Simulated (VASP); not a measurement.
# MnS (Fm-3m) in VASP: further runs, part 2 of 2

VASP 6.6.1. The steps go on from the part before.

## (3) Electric field gradients, PBE, collinear spin, ferromagnetic start

This run uses another cell than the first one, of 17.83 Å³/atom.

The input, INCAR:

```
ALGO     = Normal         # electronic algorithm
EDIFF    = 1E-8           # SCF threshold, eV
ENCUT    = 520            # plane-wave cutoff, eV
GGA      = PE             # functional
ISIF     = 2              # what is computed and relaxed
ISMEAR   = -1             # smearing method
ISPIN    = 2              # spin polarisation
LASPH    = True           # aspherical terms in the spheres
LCHARG   = False          # write CHGCAR
LEFG     = True         
LMAXMIX  = 4              # l up to which the mixer works
LORBIT   = 11             # projections on sites
LREAL    = False          # projectors in reciprocal space
LWAVE    = False          # write WAVECAR
MAGMOM   = 4 0            # initial moments
NBANDS   = 20             # bands
NELM     = 150            # most SCF steps
PREC     = Accurate       # precision mode
SIGMA    = 0.03           # smearing width, eV
```

The input, KPOINTS:

```
k-points
0
Gamma
  14 14 14
```

The input, POSCAR:

```
MnS
1.0
    0.0000000000      2.6122500000      2.6122500000
    2.6122500000      0.0000000000      2.6122500000
    2.6122500000      2.6122500000      0.0000000000
Mn S
1 1
Direct
    0.0000000000      0.0000000000      0.0000000000
    0.5000000000      0.5000000000      0.5000000000
```

Potentials or basis: VASP PAW PBE potentials, release 64 (Mn_pv, S).

The run is started by

```bash
$ cat potpaw_PBE.64/Mn_pv/POTCAR potpaw_PBE.64/S/POTCAR > POTCAR
$ mpirun -np 1 vasp_std > vasp.out
```

OUTCAR:

```text
EDIFF = 1E-8
   ENCUT = 520
   GGA = PE
   ISIF = 2
   ISMEAR = -1
   ISPIN = 2
   LASPH = True
   LORBIT = 11
   LREAL = False
   NELM = 150
   PREC = Accurate

 ion  position               nearest neighbor table
   1  0.000  0.000  0.000-   2 2.61   2 2.61   2 2.61   2 2.61   2 2.61   2 2.61
   2  0.500  0.500  0.500-   1 2.61   1 2.61   1 2.61   1 2.61   1 2.61   1 2.61

  LATTYP: Found a face centered cubic cell.
 ALAT       =     5.2245000000

  Lattice vectors:

 A1 = (   0.0000000000,   2.6122500000,   2.6122500000)
 A2 = (   2.6122500000,   0.0000000000,   2.6122500000)
 A3 = (   2.6122500000,   2.6122500000,   0.0000000000)

Analysis of symmetry for initial positions (statically):
=====================================================================
 Subroutine PRICEL returns:
 Original cell was already a primitive cell.

 Routine SETGRP: Setting up the symmetry group for a
 face centered cubic supercell.

 Subroutine GETGRP returns: Found 48 space group operations
 (whereof 48 operations were pure point group operations)
 out of a pool of 48 trial point group operations.
[... 1319 lines left out ...]
    total drift:                               -0.000000      0.000000      0.000000

  FREE ENERGIE OF THE ION-ELECTRON SYSTEM (eV)
  ---------------------------------------------------
  free  energy   TOTEN  =       -14.0584086255 eV

  energy  without entropy=      -14.0551711705  energy(sigma->0) =      -14.05678990

 Electric field gradients (V/A^2)
---------------------------------------------------------------------
 ion       V_xx      V_yy      V_zz      V_xy      V_xz      V_yz
---------------------------------------------------------------------
   1      -0.000    -0.000    -0.000     0.004     0.004     0.004
   2      -0.000     0.000     0.000    -0.000    -0.000    -0.000
---------------------------------------------------------------------

 Electric field gradients after diagonalization (V/A^2)
 (convention: |V_zz| > |V_xx| > |V_yy|)
----------------------------------------------------------------------
 ion       V_xx      V_yy      V_zz     asymmetry (V_yy - V_xx)/ V_zz
----------------------------------------------------------------------
   1      -0.004    -0.004     0.008       0.000
   2       0.000     0.000    -0.001       0.000
----------------------------------------------------------------------

           NMR quadrupolar parameters

 Cq : quadrupolar parameter    Cq=e*Q*V_zz/h
 eta: asymmetry parameters     (V_yy - V_xx)/ V_zz
 Q  : nuclear electric quadrupole moment in mb (millibarn)
----------------------------------------------------------------------
 ion       Cq(MHz)       eta       Q (mb)
----------------------------------------------------------------------
   1       0.000       0.000       1.000
   2      -0.000       0.000       1.000
----------------------------------------------------------------------

 total charge

# of ion       s       p       d       tot
------------------------------------------
    1        0.213   6.159   4.925  11.298
    2        1.327   2.398   0.000   3.725
--------------------------------------------------
tot          1.540   8.558   4.925  15.023

 magnetization (x)

# of ion       s       p       d       tot
------------------------------------------
    1        0.051   0.038   4.177   4.266
    2        0.026   0.080   0.000   0.106
--------------------------------------------------
tot          0.077   0.118   4.177   4.372
```

OSZICAR:

```text
N       E                     dE             d eps       ncg     rms          rms(c)
DAV:   1     0.153021620799E+03    0.15302E+03   -0.10194E+04  8352   0.979E+02
DAV:   2    -0.723057803854E+01   -0.16025E+03   -0.15050E+03  8624   0.283E+02
DAV:   3    -0.150980867896E+02   -0.78675E+01   -0.77724E+01  9704   0.679E+01
[... 11 lines left out ...]
DAV:  15    -0.140584086890E+02   -0.69083E-06   -0.41696E-07  9436   0.597E-03    0.214E-03
DAV:  16    -0.140584086255E+02    0.63411E-07   -0.53688E-08  9196   0.180E-03    0.112E-03
DAV:  17    -0.140584085916E+02    0.33967E-07   -0.20028E-08  8888   0.967E-04    0.692E-04
DAV:  18    -0.140584086182E+02   -0.26591E-07   -0.11877E-09  4684   0.312E-04    0.137E-04
DAV:  19    -0.140584086255E+02   -0.73646E-08   -0.21003E-10  4452   0.129E-04
   1 F= -.14058409E+02 E0= -.14056790E+02  d E =-.323746E-02  mag=     4.7218
```

stdout:

```text
POSCAR found type information on POSCAR MnS
 POSCAR found :  2 types and       2 ions
 scaLAPACK will be used
 LDA part: xc-table for (Slater+PW92), standard interpolation
 POSCAR, INCAR and KPOINTS ok, starting setup
 FFT: planning ... GRIDC
 FFT: planning ... GRID_SOFT
 FFT: planning ... GRID
 WAVECAR not read
 entering main loop
ion   1

ion   2
```

Wall time 69 s (1 thread of Intel Xeon 6975P-C (Granite Rapids), shared host); peak memory 0.25 GiB.

What came out:

```
Free energy                                           : -14.0584 eV
Pressure                                              : -3.5 GPa
Net moment                                            : 4.72 μB per cell
Site moments                                          : Mn +4.27; S +0.11 μB
Largest electric field gradient by atom               : under 0.05 V/Å² on every atom
Valence electrons inside the program's atomic spheres : Mn 11.30; S 3.73
```

Levels at points of the mesh, in eV from the Fermi level:
Spin up:
| k point | band 9 | band 10 | band 11 | band 12 | band 13 | band 14 | band 15 | band 16 |
| --- | --- | --- | --- | --- | --- | --- | --- | --- |
| (0.00, 0.00, 0.00) | -3.31 | -1.89 | -1.89 | -1.89 | 1.62 | 8.55 | 8.55 | 8.55 |
| (0.50, 0.00, 0.00) | -2.90 | -2.53 | 0.33 | 0.33 | 2.79 | 5.35 | 5.35 | 8.35 |
| (0.50, 0.50, 0.00) | -3.07 | -2.77 | -2.77 | -2.30 | 0.80 | 5.43 | 10.04 | 11.81 |
Spin down:
```tsv
k point	band 5	band 6	band 7	band 8	band 9	band 10
(0.00, 0.00, 0.00)	-1.68	-1.68	-1.68	0.30	0.30	0.30
(0.50, 0.00, 0.00)	-6.33	-3.34	-3.34	1.25	1.25	1.43
(0.50, 0.50, 0.00)	-5.53	-3.17	-3.17	-0.79	0.76	1.49
```

Caveat: the cell stands under tension; a cell with one magnetic atom can't hold antiferromagnetic order, which such compounds often take; semilocal functionals often make such compounds metallic where correlation or magnetic order opens a gap, which also shifts bond lengths.
